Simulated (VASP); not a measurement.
A run of VASP 6.6.1 is set up as follows.

File INCAR:

```
AGGAC = 1.0 ; AGGAX = 1.0
ALDAC = 0.0 ; ALDAX = 1.0
ALGO = Normal ; EDIFF = 1E-7
ENCUT = 520 ; GGA = B5
ISIF = 2 ; ISMEAR = 1
ISPIN = 2 ; LASPH = T
LCHARG = T ; LELF = T
LORBIT = 11 ; LREAL = F
LVHAR = T ; LWAVE = F
MAGMOM = 0.5 -0.5 ; NBANDS = 16
NELM = 150 ; PREC = Accurate
SIGMA = 0.01
```

KPOINTS

```
k-points
0
Gamma
  12 12 11
```

The input POSCAR:

```
N
1.0
    2.5194737900      0.0000000000      0.0000000000
   -1.2597368950      2.1819283063      0.0000000000
    0.0000000000      0.0000000000      2.4460020000
N
2
Direct
    0.3333333333      0.6666666667      0.7500000000
    0.6666666667      0.3333333333      0.2500000000
```

Potentials or basis: VASP PAW PBE potentials, release 64 (N).

Command:

```console
$ cat potpaw_PBE.64/N/POTCAR > POTCAR
$ mpirun -np 1 vasp_std > vasp.out
```

(1) What does it give for the pressure?

(2) Estimate the band gap on the k mesh.

(3) Predict the net moment.

Answers

(1) 25.8 GPa.

(2) zero (filled and empty bands overlap).

(3) 0.00 μB per cell.

Caveat: the PAW data sets were made with another functional, which shifts forces and pressure a little.
